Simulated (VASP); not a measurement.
# P2S (P4_2/nmc) in VASP: further runs

P2S is run at these levels: PBE; tasks: relaxation of cell and atoms, single point.

All numbers are computed with VASP 6.6.1; they aren't measurements. Logs are shortened: lines on timing, memory, paths and dates and some standing lists are left out, and cuts for length are marked.

### Step 1. The cell of the first run

The structure is tetragonal, space group P4_2/nmc (No. 137). Conventional cell: a = 3.452 Å, b = 3.452 Å, c = 8.608 Å, α = 90.00°, β = 90.00°, γ = 90.00°. Within 3.2 Å of P (site symmetry 2mm) lie 4 S at 2.45 to 3.09 Å and 4 P at 2.57 Å. S (site symmetry -4m2) has 8 P at 2.45 to 3.09 Å within 3.2 Å.

The cell was built from a structure type or drawn by symmetry, and may not be a known phase.

### Step 2. Relaxation of cell and atoms, PBE

File INCAR:

```
ALGO = Normal
EDIFF = 1E-7
EDIFFG = -0.04
ENCUT = 600
GGA = PE
IBRION = 2
ISIF = 3
ISMEAR = 0
LASPH = T
LCHARG = F
LREAL = F
LWAVE = F
NELM = 100
NSW = 90
PREC = Accurate
SIGMA = 0.1
```

File KPOINTS:

```
k-points
0
Gamma
  6 6 2
```

File POSCAR:

```
P2S
1.0
    3.4516033569      0.0000000000      0.0000000000
    0.0000000000      3.4516033569      0.0000000000
    0.0000000000      0.0000000000      8.6080313401
P S
4 2
Direct
    0.0000000000      0.5000000000      0.2973943929
    0.0000000000      0.5000000000      0.7973943929
    0.5000000000      0.0000000000      0.7026056071
    0.5000000000      0.0000000000      0.2026056071
    0.0000000000      0.0000000000      0.0000000000
    0.5000000000      0.5000000000      0.5000000000
```

Potentials or basis: VASP PAW PBE potentials, release 64 (P, S).

Command:

```bash
$ cat potpaw_PBE.64/P/POTCAR potpaw_PBE.64/S/POTCAR > POTCAR
$ mpirun -np 1 vasp_std > vasp.out
```

OUTCAR:

```text
EDIFF = 1E-7
   EDIFFG = -0.04
   ENCUT = 600
   GGA = PE
   IBRION = 2
   ISIF = 3
   ISMEAR = 0
   LASPH = T
   LREAL = F
   NELM = 100
   NSW = 90
   PREC = Accurate

 ion  position               nearest neighbor table
   1  0.000  0.500  0.297-   6 2.45   6 2.45   4 2.57   4 2.57   4 2.57   4 2.57
   2  0.000  0.500  0.797-   5 2.45   5 2.45   3 2.57   3 2.57   3 2.57   3 2.57
   3  0.500  0.000  0.703-   6 2.45   6 2.45   2 2.57   2 2.57   2 2.57   2 2.57
   4  0.500  0.000  0.203-   5 2.45   5 2.45   1 2.57   1 2.57   1 2.57   1 2.57
   5  0.000  0.000  0.000-   2 2.45   4 2.45   2 2.45   4 2.45
   6  0.500  0.500  0.500-   1 2.45   3 2.45   3 2.45   1 2.45

  LATTYP: Found a simple tetragonal cell.
 ALAT       =     3.4516033569
 C/A-ratio  =     2.4939225195

  Lattice vectors:

 A1 = (   3.4516033569,   0.0000000000,   0.0000000000)
 A2 = (   0.0000000000,   3.4516033569,   0.0000000000)
 A3 = (   0.0000000000,   0.0000000000,   8.6080313401)

Analysis of symmetry for initial positions (statically):
=====================================================================
 Subroutine PRICEL returns:
 Original cell was already a primitive cell.

 Routine SETGRP: Setting up the symmetry group for a
 simple tetragonal supercell.

 Subroutine GETGRP returns: Found 16 space group operations
 (whereof  8 operations were pure point group operations)
 out of a pool of 16 trial point group operations.

The static configuration has the point symmetry D_2d.
 The point group associated with its full space group is D_4h.

Analysis of symmetry for dynamics (positions and initial velocities):
=====================================================================
 Subroutine PRICEL returns:
 Original cell was already a primitive cell.

 Routine SETGRP: Setting up the symmetry group for a
 simple tetragonal supercell.

 Subroutine GETGRP returns: Found 16 space group operations
 (whereof  8 operations were pure point group operations)
 out of a pool of 16 trial point group operations.

The dynamic configuration has the point symmetry D_2d.
 The point group associated with its full space group is D_4h.

 Subroutine INISYM returns: Found 16 space group operations
 (whereof  8 operations are pure point group operations),
 and found     1 'primitive' translations

----------------------------------------------------------------------------------------

                                     Primitive cell

  volume of cell :     102.5523

  direct lattice vectors                    reciprocal lattice vectors
     3.451603357  0.000000000  0.000000000     0.289720427  0.000000000  0.000000000
     0.000000000  3.451603357  0.000000000     0.000000000  0.289720427  0.000000000
     0.000000000  0.000000000  8.608031340     0.000000000  0.000000000  0.116170581

  length of vectors
     3.451603357  3.451603357  8.608031340     0.289720427  0.289720427  0.116170581

  position of ions in fractional coordinates (direct lattice)
     0.000000000  0.500000000  0.297394393
     0.000000000  0.500000000  0.797394393
     0.500000000  0.000000000  0.702605607
     0.500000000  0.000000000  0.202605607
     0.000000000  0.000000000  0.000000000
     0.500000000  0.500000000  0.500000000

  ion indices of the primitive-cell ions
   primitive index   ion index
                 1           1
                 2           2
                 3           3
                 4           4
                 5           5
                 6           6

----------------------------------------------------------------------------------------

 KPOINTS: k-points

Automatic generation of k-mesh.
 Grid dimensions read from file:
 generate k-points for:    6    6    2

 Generating k-lattice:

  Cartesian coordinates                     Fractional coordinates (reciprocal lattice)
     0.048286738  0.000000000  0.000000000     0.166666667  0.000000000  0.000000000
     0.000000000  0.048286738  0.000000000     0.000000000  0.166666667  0.000000000
     0.000000000  0.000000000  0.058085290     0.000000000  0.000000000  0.500000000

  Length of vectors
     0.048286738  0.048286738  0.058085290

  Shift w.r.t. Gamma in fractional coordinates (k-lattice)
     0.000000000  0.000000000  0.000000000

 Subroutine IBZKPT returns following result:
 ===========================================

 Found     20 irreducible k-points:

 Following reciprocal coordinates:
            Coordinates               Weight
  0.000000  0.000000  0.000000      1.000000
  0.166667  0.000000  0.000000      4.000000
  0.333333  0.000000  0.000000      4.000000
  0.500000  0.000000  0.000000      2.000000
  0.166667  0.166667  0.000000      4.000000
  0.333333  0.166667  0.000000      8.000000
[... 12 lines left out ...]
  0.500000  0.333333  0.500000      4.000000
  0.500000  0.500000  0.500000      1.000000
   k-points           NKPTS =     20   k-points in BZ     NKDIM =     20   number of bands    NBANDS=     20
   number of dos      NEDOS =    301   number of ions     NIONS =      6
   total plane-waves  NPLWV =  54880
   dimension x,y,z NGX =    28 NGY =   28 NGZ =   70
   dimension x,y,z NGXF=    56 NGYF=   56 NGZF=  140
   ions per type =               4   2
   NGX,Y,Z   is equivalent  to a cutoff of  13.49, 13.49, 13.52 a.u.
   NGXF,Y,Z  is equivalent  to a cutoff of  26.97, 26.97, 27.04 a.u.
 SYSTEM =  unknown system
   PREC   = accura    normal or accurate (medium, high low for compatibility)
   ISTART =      0    job   : 0-new  1-cont  2-samecut
   ICHARG =      2    charge: 1-file 2-atom 10-const
   ISPIN  =      1    spin polarized calculation?
   LNONCOLLINEAR =      F non collinear calculations
   LSORBIT =      F    spin-orbit coupling
   LASPH  =      T    aspherical Exc in radial PAW
   ENCUT  =  600.0 eV  44.10 Ry    6.64 a.u.   6.89  6.89 17.19*2*pi/ulx,y,z
   NELM   =    100;   NELMIN=  2; NELMDL= -5     # of ELM steps
   EDIFF  = 0.1E-06   stopping-criterion for ELM
   LREAL  =      F    real-space projection
   EDIFFG = -.4E-01   stopping-criterion for IOM
   NSW    =     90    number of steps for IOM
   IBRION =      2    ionic relax: 0-MD 1-quasi-New 2-CG
   NFREE  =      1    steps in history (QN), initial steepest desc. (CG)
   ISIF   =      3    stress and relaxation
   ISYM   =      2    0-nonsym 1-usesym 2-fastsym
   POTIM  = 0.5000    time-step for ionic-motion
   TEBEG  =    0.0;   TEEND  =   0.0 temperature during run
   PSTRESS=    0.0 pullay stress
   NELECT =      32.0000    total number of electrons
   NUPDOWN=      -1.0000    fix difference up-down
   EMIN   =  10.00;   EMAX   =-10.00  energy-range for DOS
   EFERMI =   0.00;   METHOD = LEGACY
   ISMEAR =     0;   SIGMA  =   0.10  broadening in eV -4-tet -1-fermi 0-gaus
   EFERMI_NEDOS =   21; number of points for ismear=-14 and -15
   IALGO  =     38    algorithm
   IMIX   =      4    mixing-type and parameters
     AMIX     =   0.40;   BMIX     =  1.00
     AMIX_MAG =   1.60;   BMIX_MAG =  1.00
  volume/ion in A,a.u.               =      17.09       115.34
  Fermi-wavevector in a.u.,A,eV,Ry     =   1.110392  2.098336 16.775578  1.232970
  Thomas-Fermi vector in A             =   2.246943
   LORBIT       =      0    0 simple, 1 ext, 2 COOP (PROOUT), +10 PAW based schemes
   GGA     = PE    functional components
   LHFCALC =     F    Hartree Fock is set to
   AEXX    =    0.0000 exact exchange contribution
   IVDW    =     0    specifies the selected vdW correction
   LEPSILON=     F    determine dielectric tensor
   LRPA    =     F    only Hartree local field effects (RPA)
 conjugate gradient relaxation of ions
 non-spin polarized calculation
 Gauss-broadening in eV      SIGMA  =   0.10
  energy-cutoff  :      600.00
  volume of cell :      102.55
 maximum number of plane-waves:      3448
 NGX is ok and might be reduce to    28
   NGX = 13   NGY = 13   NGZ = 35

--------------------------------------- Ionic step        1  -------------------------------------------

 number of electron      32.0000003 magnetization

 Free energy of the ion-electron system (eV)
  ---------------------------------------------------
  ext. energy  EPLUGINS =         0.00000000
  ---------------------------------------------------
  free energy    TOTEN  =       -26.74122152 eV

  energy without entropy =      -26.72992146  energy(sigma->0) =      -26.73557149

------------------------ aborting loop because EDIFF is reached ----------------------------------------

  FORCE on cell =-STRESS in cart. coord.  units (eV):
  Direction    XX          YY          ZZ          XY          YZ          ZX
  --------------------------------------------------------------------------------------
  -------------------------------------------------------------------------------------
  Total       -1.7823892     -1.7823892      2.4803828      0.0000000      0.0000000      0.0000000
  in kB      -27.8463011    -27.8463011     38.7510698      0.0000000      0.0000000      0.0000000
  external PRESSURE =      -5.6471775 kB  Pullay stress =       0.0000000 kB
[... 145 lines left out ...]
  energy  without entropy=      -26.8119076498  energy(sigma->0) =      -26.81657346

--------------------------------------- Ionic step        5  -------------------------------------------

 number of electron      31.9999999 magnetization

 Free energy of the ion-electron system (eV)
  ---------------------------------------------------
  ext. energy  EPLUGINS =         0.00000000
  ---------------------------------------------------
  free energy    TOTEN  =       -26.82169802 eV

  energy without entropy =      -26.81243393  energy(sigma->0) =      -26.81706598

 E-fermi :   7.6531     XC(G=0): -10.5293

 val. band max:        7.6331831835   @ k =   0.3333   0.1667   0.5000
 cond. band min:       7.7197941142   @ k =   0.0000   0.0000   0.0000
 fundamental gap:      0.0866109307
 Fermi energy:         7.6531253432

 k-point     1 :       0.0000    0.0000    0.0000
  band No.  band energies     occupation
      1      -8.7479      2.00000
      2      -7.2833      2.00000
      3      -7.0157      2.00000
      4      -3.4987      2.00000
      5      -1.3335      2.00000
      6       2.7884      2.00000
[... 12 lines left out ...]
     19       8.7451      0.00000
[... 469 lines left out ...]
  FREE ENERGIE OF THE ION-ELECTRON SYSTEM (eV)
  ---------------------------------------------------
  free  energy   TOTEN  =       -26.8216980217 eV

  energy  without entropy=      -26.8124339296  energy(sigma->0) =      -26.81706598

 reached required accuracy - stopping structural energy minimisation
```

It took 90 s on 1 thread of Intel Xeon 6975P-C (Granite Rapids), shared host; peak memory 0.23 GiB.

What came out:

* Free energy: -26.8217 eV
* Relaxed volume: 16.94 Å³/atom
* Relaxed cell: a = 3.379 Å, b = 3.379 Å, c = 8.902 Å, α = 90.00°, β = 90.00°, γ = 90.00°
* Space group after relaxing (to 0.1 Å): P4_2/nmc (No. 137)
* Energy gained by relaxing: 13.4 meV/atom
* Ionic steps: 5
* Pressure after relaxing: -0.1 GPa
* Largest force after relaxing: 0.007 eV/Å
* Band gap on the k mesh: zero (bands 16 and 17 overlap by 1.20 eV)

Forces in eV/Å, atoms in the order of the input:
```
P    0.000  0.000 -0.007
P    0.000  0.000 -0.007
P    0.000  0.000  0.007
P    0.000  0.000  0.007
S    0.000  0.000  0.000
S    0.000  0.000  0.000
```

Step by step:
| step | energy change (eV) | largest force (eV/Å) | pressure (GPa) | volume (Å³) |
| --- | --- | --- | --- | --- |
| 1 | 0.0000 | 0.0186 | -0.56 | 102.55 |
| 2 | -0.0696 | 0.0200 | -0.06 | 101.62 |
| 3 | -0.0800 | 0.0220 | 0.32 | 101.09 |
| 4 | -0.0800 | 0.0217 | 0.34 | 101.06 |
| 5 | -0.0805 | 0.0066 | -0.12 | 101.63 |

Final structure:
```
P S
1.0
     3.37892    0.00000    0.00000
     0.00000    3.37892    0.00000
     0.00000    0.00000    8.90165
P S
4 2
Cartesian
  0.0000 1.6895 2.6476
  0.0000 1.6895 7.0984
  1.6895 0.0000 6.2541
  1.6895 0.0000 1.8032
  0.0000 0.0000 0.0000
  1.6895 1.6895 4.4508
```

Levels at points of the mesh, in eV from the Fermi level:
```
           k point  band 14  band 15  band 16  band 17  band 18  band 19
(0.00, 0.00, 0.00)    -2.71    -0.83     0.07     0.07     1.03     1.09
(0.50, 0.00, 0.00)    -0.47    -0.32    -0.32     0.88     0.88     1.13
(0.50, 0.50, 0.00)    -3.58    -2.44    -2.44    -0.78    -0.78     1.57
(0.00, 0.00, 0.50)    -1.65    -0.83    -0.83    -0.13    -0.13     1.34
(0.50, 0.00, 0.50)    -1.81    -0.53    -0.53     0.97     0.97     1.16
(0.50, 0.50, 0.50)    -4.94    -2.79    -2.79     1.27     1.27     1.27
```

Caveat: the k points lie up to 0.35 Å⁻¹ apart in the final cell, too coarse for converged energies and pressures of a metal.

### Step 3. Single point, PBE

This run uses another cell than the first one, of 20.51 Å³/atom.

File INCAR:

```
SYSTEM = P2S
PREC     = Accurate       ! precision mode
ENCUT    = 520            ! plane-wave cutoff, eV
EDIFF    = 1E-6           ! SCF threshold, eV
ISMEAR   = 0              ! smearing method
SIGMA    = 0.1            ! smearing width, eV
LREAL    = .False.        ! projectors in reciprocal space
LASPH    = .True.         ! aspherical terms in the spheres
NELM     = 100            ! most SCF steps
ALGO     = Normal         ! electronic algorithm
ISIF     = 2              ! what is computed and relaxed
LWAVE    = .False.        ! write WAVECAR
LCHARG   = .True.         ! write CHGCAR
GGA      = PE             ! functional
LELF     = .True.         ! ELF
LVHAR    = .True.       
NBANDS   = 25             ! bands
```

File KPOINTS:

```
regular mesh
0
Gamma
  4 4 4
  0 0 0
```

File POSCAR:

```
P2S
1.0
    4.3932768200      0.0000000000      0.0000000000
    0.0000000000      4.3932768200      0.0000000000
    0.0000000000      0.0000000000      6.3762449500
P S
4 2
Direct
    0.0000000000      0.5000000000      0.3017749200
    0.0000000000      0.5000000000      0.8017749200
    0.5000000000      0.0000000000      0.6982250800
    0.5000000000      0.0000000000      0.1982250800
    0.0000000000      0.0000000000      0.0000000000
    0.5000000000      0.5000000000      0.5000000000
```

Potentials or basis: VASP PAW PBE potentials, release 64 (P, S).

Command:

```bash
$ cat potpaw_PBE.64/P/POTCAR potpaw_PBE.64/S/POTCAR > POTCAR
$ mpirun -np 1 vasp_std > vasp.out
```

OUTCAR:

```text
SYSTEM = P2S
   PREC = Accurate
   ENCUT = 520
   EDIFF = 1E-6
   ISMEAR = 0
   LREAL = .False.
   LASPH = .True.
   NELM = 100
   ISIF = 2
   GGA = PE

 ion  position               nearest neighbor table
   1  0.000  0.500  0.302-   6 2.53   6 2.53
   2  0.000  0.500  0.802-   5 2.53   5 2.53
   3  0.500  0.000  0.698-   6 2.53   6 2.53
   4  0.500  0.000  0.198-   5 2.53   5 2.53
   5  0.000  0.000  0.000-   2 2.53   4 2.53   2 2.53   4 2.53
   6  0.500  0.500  0.500-   1 2.53   3 2.53   3 2.53   1 2.53

[... 704 lines left out ...]
  -------------------------------------------------------------------------------------
  Total       -6.6505935     -6.6505935     -4.6761964      0.0000000     -0.0000000      0.0000000
  in kB      -86.5822478    -86.5822478    -60.8781148      0.0000000     -0.0000000      0.0000000
  external PRESSURE =     -78.0142035 kB  Pullay stress =       0.0000000 kB

 VOLUME and BASIS-vectors are now :
 -----------------------------------------------------------------------------
  energy-cutoff  :      520.00
  volume of cell :      123.07
      direct lattice vectors                 reciprocal lattice vectors
     4.393276820  0.000000000  0.000000000     0.227620530  0.000000000  0.000000000
     0.000000000  4.393276820  0.000000000     0.000000000  0.227620530  0.000000000
     0.000000000  0.000000000  6.376244950     0.000000000  0.000000000  0.156832118

 POSITION                                       TOTAL-FORCE (eV/Angst)
 -----------------------------------------------------------------------------------
      0.00000      2.19664      1.92419         0.000000     -0.000000      0.452150
      0.00000      2.19664      5.11231         0.000000      0.000000      0.452150
      2.19664      0.00000      4.45205         0.000000      0.000000     -0.452150
      2.19664      0.00000      1.26393         0.000000      0.000000     -0.452150
      0.00000      0.00000      0.00000         0.000000      0.000000     -0.000000
      2.19664      2.19664      3.18812         0.000000     -0.000000     -0.000000
 -----------------------------------------------------------------------------------
    total drift:                               -0.000000      0.000000      0.000000

  FREE ENERGIE OF THE ION-ELECTRON SYSTEM (eV)
  ---------------------------------------------------
  free  energy   TOTEN  =       -23.3847283857 eV

  energy  without entropy=      -23.3603664363  energy(sigma->0) =      -23.37254741
```

OSZICAR:

```text
N       E                     dE             d eps       ncg     rms          rms(c)
DAV:   1     0.117607569479E+03    0.11761E+03   -0.13079E+04   900   0.108E+03
DAV:   2    -0.143768171733E+02   -0.13198E+03   -0.12252E+03  1204   0.174E+02
DAV:   3    -0.232513471383E+02   -0.88745E+01   -0.85598E+01  1154   0.440E+01
DAV:   4    -0.234103898679E+02   -0.15904E+00   -0.15864E+00  1000   0.715E+00
DAV:   5    -0.234142703331E+02   -0.38805E-02   -0.38790E-02  1109   0.106E+00    0.156E+01
DAV:   6    -0.233915232803E+02    0.22747E-01   -0.21138E-02   984   0.781E-01    0.933E+00
DAV:   7    -0.233848954060E+02    0.66279E-02   -0.34634E-02   998   0.932E-01    0.288E-01
DAV:   8    -0.233847150083E+02    0.18040E-03   -0.13094E-03  1000   0.192E-01    0.202E-01
DAV:   9    -0.233847291137E+02   -0.14105E-04   -0.43023E-04  1044   0.988E-02    0.947E-02
DAV:  10    -0.233847269951E+02    0.21187E-05   -0.17121E-05  1022   0.223E-02    0.143E-02
DAV:  11    -0.233847281832E+02   -0.11881E-05   -0.41861E-06   924   0.116E-02    0.515E-03
DAV:  12    -0.233847283857E+02   -0.20252E-06   -0.25640E-07   484   0.290E-03
   1 F= -.23384728E+02 E0= -.23372547E+02  d E =-.243619E-01
```

stdout:

```text
POSCAR found type information on POSCAR P S
 POSCAR found :  2 types and       6 ions
 scaLAPACK will be used
 LDA part: xc-table for (Slater+PW92), standard interpolation
 POSCAR, INCAR and KPOINTS ok, starting setup
 FFT: planning ... GRIDC
 FFT: planning ... GRID_SOFT
 FFT: planning ... GRID
 WAVECAR not read
 entering main loop
```

Run time: 22 s. Hardware: 1 thread of Intel Xeon 6975P-C (Granite Rapids), shared host; peak memory 0.24 GiB.

What came out:

- Free energy: -23.3847 eV
- Pressure: -7.8 GPa
- Largest force: 0.452 eV/Å
- Band gap on the k mesh: zero (bands 16 and 17 overlap by 1.68 eV)

Forces in eV/Å, atoms in the order of the input:
```
P    0.000  0.000  0.452
P    0.000  0.000  0.452
P    0.000  0.000 -0.452
P    0.000  0.000 -0.452
S    0.000  0.000  0.000
S    0.000  0.000  0.000
```

Levels at points of the mesh, in eV from the Fermi level:
```csv
k point,band 12,band 13,band 14,band 15,band 16,band 17,band 18,band 19,band 20,band 21
"(0.00, 0.00, 0.00)",-2.71,-2.67,-2.26,-2.26,-0.30,1.47,1.47,1.70,2.16,2.18
"(0.50, 0.00, 0.00)",-3.23,-0.90,-0.90,-0.68,-0.68,0.85,0.85,1.26,1.26,1.76
"(0.50, 0.50, 0.00)",-2.94,-0.64,-0.64,1.10,1.10,1.91,1.91,2.13,2.13,2.64
"(0.00, 0.00, 0.50)",-2.79,-1.28,-1.28,-0.48,-0.48,-0.23,-0.23,0.54,0.54,1.82
"(0.50, 0.00, 0.50)",-2.69,-1.42,-1.42,-1.42,-1.42,1.04,1.04,2.03,2.03,2.20
"(0.50, 0.50, 0.50)",-3.31,-1.50,-1.50,-0.50,-0.50,2.13,2.13,2.13,2.13,2.56
```

Caveat: the cell stands under tension.

(Continued in part 2 of 2.)
